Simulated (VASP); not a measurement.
# Al (I4/mmm) in VASP: notebook

The runs below take Al through single point, with r2SCAN.

Everything below comes from runs of VASP 6.6.1. Logs are shortened: lines on timing, memory, paths and dates and some standing lists are left out, and cuts for length are marked.

**1. The cell of the first run**

It takes space group I4/mmm (No. 139, tetragonal). Conventional cell: a = 2.855 Å, b = 2.855 Å, c = 3.813 Å, α = 90.00°, β = 90.00°, γ = 90.00°. Within 4.1 Å of Al (site symmetry 4/mmm) lie 18 Al at 2.78 to 4.04 Å.

**2. Single point, r2SCAN (uniaxial strain along c: -4.5 %)**

Contents of POSCAR:

```
Al
1.0
    2.0187985059      2.0187985059      0.0000000000
   -2.0187985059      2.0187985059      0.0000000000
    0.0000000000      0.0000000000      3.8130087974
Al
2
Direct
    0.0000000000      0.0000000000      0.0000000000
    0.5000000000      0.5000000000      0.5000000000
```

Contents of INCAR.step1:

```
SYSTEM = Al
  PREC = Accurate
  ENCUT = 520
  ISMEAR = 0
  SIGMA = 0.1
  LREAL = .FALSE.
  LASPH = .TRUE.
  NELM = 60
  NBANDS = 10
  GGA = PE
  ALGO = Normal
  EDIFF = 1E-4
  LWAVE = .TRUE.
  LCHARG = .FALSE.
```

Contents of INCAR.step2:

```
SYSTEM = Al
  PREC = Accurate
  ENCUT = 520
  EDIFF = 1E-6
  ISMEAR = 0
  SIGMA = 0.1
  LREAL = .FALSE.
  LASPH = .TRUE.
  NELM = 60
  ALGO = Normal
  ISIF = 2
  LWAVE = .FALSE.
  LCHARG = .FALSE.
  METAGGA = R2SCAN
  LMIXTAU = .TRUE.
  NBANDS = 10
  ISTART = 1
```

Contents of KPOINTS:

```
Automatic mesh
0
G
  18 18 14
  0 0 0
```

Potentials or basis: VASP PAW PBE potentials, release 64 (Al).

Started as:

```
cat potpaw_PBE.64/Al/POTCAR > POTCAR
cp INCAR.step1 INCAR
mpirun -np 1 vasp_std > vasp.out
cp INCAR.step2 INCAR
mpirun -np 1 vasp_std > vasp.out
```

OUTCAR:

```text
SYSTEM = Al
   PREC = Accurate
   ENCUT = 520
   EDIFF = 1E-6
   ISMEAR = 0
   LREAL = .FALSE.
   LASPH = .TRUE.
   NELM = 60
   ISIF = 2
   METAGGA = R2SCAN
   ISTART = 1

 ion  position               nearest neighbor table
   1  0.000  0.000  0.000-   2 2.78   2 2.78   2 2.78   2 2.78   2 2.78   2 2.78   2 2.78   2 2.78

   2  0.500  0.500  0.500-   1 2.78   1 2.78   1 2.78   1 2.78   1 2.78   1 2.78   1 2.78   1 2.78

  LATTYP: Found a simple tetragonal cell.
 ALAT       =     2.8550122267
 C/A-ratio  =     1.3355490256

  Lattice vectors:

 A1 = (   2.0187985059,   2.0187985059,   0.0000000000)
 A2 = (  -2.0187985059,   2.0187985059,   0.0000000000)
 A3 = (   0.0000000000,   0.0000000000,   3.8130087974)

Analysis of symmetry for initial positions (statically):
=====================================================================
 Subroutine PRICEL returns following result:

  LATTYP: Found a body centered tetragonal cell.
 ALAT       =     2.8550122267
 C/A-ratio  =     1.3355490256

  Lattice vectors:

 A1 = (   0.0000000000,  -2.0187985059,  -1.9065043987)
 A2 = (   0.0000000000,   2.0187985059,  -1.9065043987)
 A3 = (   2.0187985059,   0.0000000000,   1.9065043987)

   2 primitive cells build up your supercell.

 Routine SETGRP: Setting up the symmetry group for a
 simple tetragonal supercell.

 Subroutine GETGRP returns: Found 16 space group operations
 (whereof 16 operations were pure point group operations)
 out of a pool of 16 trial point group operations.

The static configuration has the point symmetry D_4h.

Analysis of symmetry for dynamics (positions and initial velocities):
=====================================================================
 Subroutine PRICEL returns following result:

  LATTYP: Found a body centered tetragonal cell.
 ALAT       =     2.8550122267
 C/A-ratio  =     1.3355490256

  Lattice vectors:

 A1 = (   0.0000000000,  -2.0187985059,  -1.9065043987)
 A2 = (   0.0000000000,   2.0187985059,  -1.9065043987)
 A3 = (   2.0187985059,   0.0000000000,   1.9065043987)

   2 primitive cells build up your supercell.

 Routine SETGRP: Setting up the symmetry group for a
 simple tetragonal supercell.

 Subroutine GETGRP returns: Found 16 space group operations
 (whereof 16 operations were pure point group operations)
 out of a pool of 16 trial point group operations.

The dynamic configuration has the point symmetry D_4h.

 Subroutine INISYM returns: Found 16 space group operations
 (whereof 16 operations are pure point group operations),
 and found     2 'primitive' translations

----------------------------------------------------------------------------------------

                                     Primitive cell

  volume of cell :      15.5401

  direct lattice vectors                    reciprocal lattice vectors
     0.000000000 -2.018798506 -1.906504399     0.247672068 -0.247672068 -0.262260082
     0.000000000  2.018798506 -1.906504399     0.247672068  0.247672068 -0.262260082
     2.018798506  0.000000000  1.906504399     0.495344135  0.000000000  0.000000000

  length of vectors
     2.776743854  2.776743854  2.776743854     0.437565146  0.437565146  0.495344135

  position of ions in fractional coordinates (direct lattice)
     0.000000000  0.000000000  0.000000000

  ion indices of the primitive-cell ions
   primitive index   ion index
                 1           1

----------------------------------------------------------------------------------------

 KPOINTS: Automatic mesh

Automatic generation of k-mesh.
 Grid dimensions read from file:
 generate k-points for:   18   18   14

 Generating k-lattice:

  Cartesian coordinates                     Fractional coordinates (reciprocal lattice)
     0.013759559  0.013759559  0.000000000     0.055555556  0.000000000  0.000000000
    -0.013759559  0.013759559  0.000000000     0.000000000  0.055555556  0.000000000
     0.000000000  0.000000000  0.018732863     0.000000000  0.000000000  0.071428571

  Length of vectors
     0.019458955  0.019458955  0.018732863

  Shift w.r.t. Gamma in fractional coordinates (k-lattice)
     0.000000000  0.000000000  0.000000000

 Subroutine IBZKPT returns following result:
 ===========================================

 Found    440 irreducible k-points:

 Following reciprocal coordinates:
            Coordinates               Weight
  0.000000  0.000000  0.000000      1.000000
  0.055556  0.000000  0.000000      4.000000
  0.111111  0.000000  0.000000      4.000000
  0.166667  0.000000  0.000000      4.000000
  0.222222  0.000000  0.000000      4.000000
  0.277778  0.000000  0.000000      4.000000
[... 16 lines left out ...]
  0.277778  0.111111  0.000000      8.000000
  0.333333  0.111111  0.000000      8.000000
 [... further k-points ...]
   k-points           NKPTS =    440   k-points in BZ     NKDIM =    440   number of bands    NBANDS=     10
   number of dos      NEDOS =    301   number of ions     NIONS =      2
   total plane-waves  NPLWV =  16128
   dimension x,y,z NGX =    24 NGY =   24 NGZ =   28
   dimension x,y,z NGXF=    48 NGYF=   48 NGZF=   56
   ions per type =               2
   NGX,Y,Z   is equivalent  to a cutoff of  13.98, 13.98, 12.21 a.u.
   NGXF,Y,Z  is equivalent  to a cutoff of  27.95, 27.95, 24.42 a.u.
 SYSTEM =  Al
   PREC   = accura    normal or accurate (medium, high low for compatibility)
   ISTART =      1    job   : 0-new  1-cont  2-samecut
   ICHARG =      0    charge: 1-file 2-atom 10-const
   ISPIN  =      1    spin polarized calculation?
   LNONCOLLINEAR =      F non collinear calculations
   LSORBIT =      F    spin-orbit coupling
   LASPH  =      T    aspherical Exc in radial PAW
   ENCUT  =  520.0 eV  38.22 Ry    6.18 a.u.   5.31  5.31  7.09*2*pi/ulx,y,z
   NELM   =     60;   NELMIN=  2; NELMDL=  0     # of ELM steps
   EDIFF  = 0.1E-05   stopping-criterion for ELM
   LREAL  =      F    real-space projection
   EDIFFG = 0.1E-04   stopping-criterion for IOM
   NSW    =      0    number of steps for IOM
   IBRION =     -1    ionic relax: 0-MD 1-quasi-New 2-CG
   NFREE  =      0    steps in history (QN), initial steepest desc. (CG)
   ISIF   =      2    stress and relaxation
   ISYM   =      2    0-nonsym 1-usesym 2-fastsym
   POTIM  = 0.5000    time-step for ionic-motion
   TEBEG  =    0.0;   TEEND  =   0.0 temperature during run
   PSTRESS=    0.0 pullay stress
   NELECT =       6.0000    total number of electrons
   NUPDOWN=      -1.0000    fix difference up-down
   EMIN   =  10.00;   EMAX   =-10.00  energy-range for DOS
   EFERMI =   0.00;   METHOD = LEGACY
   ISMEAR =     0;   SIGMA  =   0.10  broadening in eV -4-tet -1-fermi 0-gaus
   EFERMI_NEDOS =   21; number of points for ismear=-14 and -15
   IALGO  =     38    algorithm
   IMIX   =      4    mixing-type and parameters
     AMIX     =   0.40;   BMIX     =  1.00
     AMIX_MAG =   1.60;   BMIX_MAG =  1.00
  volume/ion in A,a.u.               =      15.54       104.87
  Fermi-wavevector in a.u.,A,eV,Ry     =   0.946159  1.787981 12.180158  0.895216
  Thomas-Fermi vector in A             =   2.074130
   LORBIT       =      0    0 simple, 1 ext, 2 COOP (PROOUT), +10 PAW based schemes
   METAGGA = R2SCAN    functional components
   LHFCALC =     F    Hartree Fock is set to
   AEXX    =    0.0000 exact exchange contribution
   IVDW    =     0    specifies the selected vdW correction
   LEPSILON=     F    determine dielectric tensor
   LRPA    =     F    only Hartree local field effects (RPA)
 non-spin polarized calculation
 Gauss-broadening in eV      SIGMA  =   0.10
  energy-cutoff  :      520.00
  volume of cell :       31.08
 maximum number of plane-waves:       854
 NGX is ok and might be reduce to    24
   NGX = 11   NGY = 11   NGZ = 15

 number of electron       6.0000000 magnetization

 Free energy of the ion-electron system (eV)
  ---------------------------------------------------
  ext. energy  EPLUGINS =         0.00000000
  ---------------------------------------------------
  free energy    TOTEN  =       -13.45751685 eV

  energy without entropy =      -13.45385024  energy(sigma->0) =      -13.45568355

 E-fermi :   8.6718     XC(G=0): -11.1321

 val. band max:        8.6674401008   @ k =   0.3889   0.3889   0.2143
 cond. band min:       8.6721338601   @ k =   0.3889   0.0556   0.2857
 fundamental gap:      0.0046937593
 Fermi energy:         8.6718212987

 k-point     1 :       0.0000    0.0000    0.0000
  band No.  band energies     occupation
      1      -3.6160      2.00000
      2       6.0203      2.00000
      3       7.7985      2.00000
      4      13.6462      0.00000
      5      14.1929      0.00000
      6      14.1929      0.00000
      7      18.4814      0.00000
      8      22.1505      0.00000
      9      22.1505      0.00000
     10      22.8101      0.00000

 k-point     2 :       0.0556    0.0000    0.0000
  band No.  band energies     occupation
      1      -3.5565      2.00000
      2       6.0741      2.00000
      3       7.8495      2.00000
      4      12.4143      0.00000
      5      14.2434      0.00000
      6      15.1017      0.00000
      7      18.9588      0.00000
      8      21.2781      0.00000
      9      22.2085      0.00000
     10      22.2086      0.00000

 k-point     3 :       0.1111    0.0000    0.0000
  band No.  band energies     occupation
      1      -3.3781      2.00000
      2       6.2353      2.00000
      3       7.9908      2.00000
      4      10.8582      0.00000
      5      14.3948      0.00000
      6      15.8291      0.00000
      7      19.7400      0.00000
      8      20.2599      0.00000
      9      21.0598      0.00000
     10      22.3824      0.00000
[... 248 lines left out ...]
 k-point    23 :       0.2778    0.1111    0.0000
  band No.  band energies     occupation
      1      -1.9010      2.00000
      2       6.2360      2.00000
      3       7.5815      2.00000
      4       9.5529      0.00000
      5      12.7860      0.00000
      6      15.3733      0.00000
      7      17.2436      0.00000
      8      20.2198      0.00000
      9      20.5596      0.00000
     10      21.1296      0.00000

 k-point    24 :       0.3333    0.1111    0.0000
  band No.  band energies     occupation
      1      -1.2562      2.00000
      2       4.8875      2.00000
      3       8.1750      2.00000
      4      10.1628      0.00000
      5      13.3522      0.00000
      6      14.0223      0.00000
      7      16.0152      0.00000
      8      18.9573      0.00000
      9      21.2073      0.00000
     10      21.7391      0.00000

 [... further k-points ...]

------------------------ aborting loop because EDIFF is reached ----------------------------------------

  FORCE on cell =-STRESS in cart. coord.  units (eV):
  Direction    XX          YY          ZZ          XY          YZ          ZX
  --------------------------------------------------------------------------------------
  -------------------------------------------------------------------------------------
  Total        0.2748598      0.2748598      0.8063423      0.0000000      0.0000000      0.0000000
  in kB       14.1689623     14.1689623     41.5667721      0.0000000      0.0000000      0.0000000
  external PRESSURE =      23.3015656 kB  Pullay stress =       0.0000000 kB

 VOLUME and BASIS-vectors are now :
 -----------------------------------------------------------------------------
  energy-cutoff  :      520.00
  volume of cell :       31.08
      direct lattice vectors                 reciprocal lattice vectors
     2.018798506  2.018798506  0.000000000     0.247672068  0.247672068  0.000000000
    -2.018798506  2.018798506  0.000000000    -0.247672068  0.247672068  0.000000000
     0.000000000  0.000000000  3.813008797     0.000000000  0.000000000  0.262260082

 POSITION                                       TOTAL-FORCE (eV/Angst)
 -----------------------------------------------------------------------------------
      0.00000      0.00000      0.00000         0.000000     -0.000000     -0.000000
      0.00000      2.01880      1.90650        -0.000000      0.000000      0.000000
 -----------------------------------------------------------------------------------
    total drift:                               -0.000000      0.000000     -0.000000

  FREE ENERGIE OF THE ION-ELECTRON SYSTEM (eV)
  ---------------------------------------------------
  free  energy   TOTEN  =       -13.4575168534 eV

  energy  without entropy=      -13.4538502391  energy(sigma->0) =      -13.45568355
```

Wall time 1.8 min (1 thread of Intel Xeon 6975P-C (Granite Rapids), shared host); peak memory 0.23 GiB.

What came out:

```
Free energy            : -13.4575 eV
Pressure               : 2.3 GPa
Band gap on the k mesh : zero (bands 3 and 4 overlap by 12.27 eV)
```

Caveat: the cell differs from its parent crystal (uniaxial strain along c: -4.5 %); the PAW data sets were made with another functional, which shifts forces and pressure a little.

**3. Single point, r2SCAN (uniaxial strain along c: -4.5 %, then relaxed in part)**

Contents of POSCAR:

```
Al
1.0
    2.0348714379      2.0348714379      0.0000000000
   -2.0348714379      2.0348714379      0.0000000000
    0.0000000000      0.0000000000      3.8130087974
Al
2
Direct
    0.0000000000      0.0000000000      0.0000000000
    0.5000000000      0.5000000000      0.5000000000
```

Contents of INCAR.step1:

```
SYSTEM = Al
PREC     = Accurate       ! precision mode
ENCUT    = 520            ! plane-wave cutoff, eV
ISMEAR   = 0              ! smearing method
SIGMA    = 0.1            ! smearing width, eV
LREAL    = .FALSE.        ! projectors in reciprocal space
LASPH    = .TRUE.         ! aspherical terms in the spheres
NELM     = 100            ! most SCF steps
NBANDS   = 10             ! bands
GGA      = PE             ! functional
ALGO     = Normal         ! electronic algorithm
EDIFF    = 1E-4           ! SCF threshold, eV
LWAVE    = .TRUE.         ! write WAVECAR
LCHARG   = .FALSE.        ! write CHGCAR
```

Contents of INCAR.step2:

```
SYSTEM = Al
PREC     = Accurate       ! precision mode
ENCUT    = 520            ! plane-wave cutoff, eV
EDIFF    = 1E-6           ! SCF threshold, eV
ISMEAR   = 0              ! smearing method
SIGMA    = 0.1            ! smearing width, eV
LREAL    = .FALSE.        ! projectors in reciprocal space
LASPH    = .TRUE.         ! aspherical terms in the spheres
NELM     = 100            ! most SCF steps
ALGO     = Normal         ! electronic algorithm
ISIF     = 2              ! what is computed and relaxed
LWAVE    = .FALSE.        ! write WAVECAR
LCHARG   = .FALSE.        ! write CHGCAR
METAGGA  = R2SCAN         ! meta-GGA
LMIXTAU  = .TRUE.       
NBANDS   = 10             ! bands
ISTART   = 1
```

Contents of KPOINTS:

```
regular mesh
0
G
  18 18 14
  0 0 0
```

Potentials or basis: VASP PAW PBE potentials, release 64 (Al).

Started as:

```
cat potpaw_PBE.64/Al/POTCAR > POTCAR
cp INCAR.step1 INCAR
mpirun -np 1 vasp_std > vasp.out
cp INCAR.step2 INCAR
mpirun -np 1 vasp_std > vasp.out
```

It took 1.9 min on 1 thread of Intel Xeon 6975P-C (Granite Rapids), shared host; peak memory 0.23 GiB.

Results (log left out):

| Quantity | Value |
| --- | --- |
| Free energy | -13.4591 eV |
| Pressure | 0.8 GPa |
| Band gap on the k mesh | zero (bands 3 and 4 overlap by 12.18 eV) |

Stress tensor (GPa, compression positive):
```
-0.32  0.00  0.00
 0.00 -0.32  0.00
 0.00  0.00  3.14
```

Levels at points of the mesh, in eV from the Fermi level:
```
           k point  band 1  band 2  band 3  band 4  band 5  band 6  band 7
(0.00, 0.00, 0.00)  -12.17   -2.52   -0.75    4.91    5.35    5.35    9.54
(0.50, 0.00, 0.00)   -7.50   -7.50    1.79    1.79    3.90    3.90    9.41
(0.50, 0.50, 0.00)   -3.63   -3.63   -2.15   -2.15    5.80    5.80    6.48
(0.00, 0.00, 0.50)   -9.49   -9.49    7.59    7.59    7.63    7.63    7.63
(0.50, 0.00, 0.50)   -5.19   -5.19   -4.59   -4.59   11.50   11.50   11.95
(0.50, 0.50, 0.50)   -1.15   -1.15   -1.15   -1.15   -0.33   -0.33    1.52
```

Caveat: the cell differs from its parent crystal (uniaxial strain along c: -4.5 %, then relaxed in part); the PAW data sets were made with another functional, which shifts forces and pressure a little.
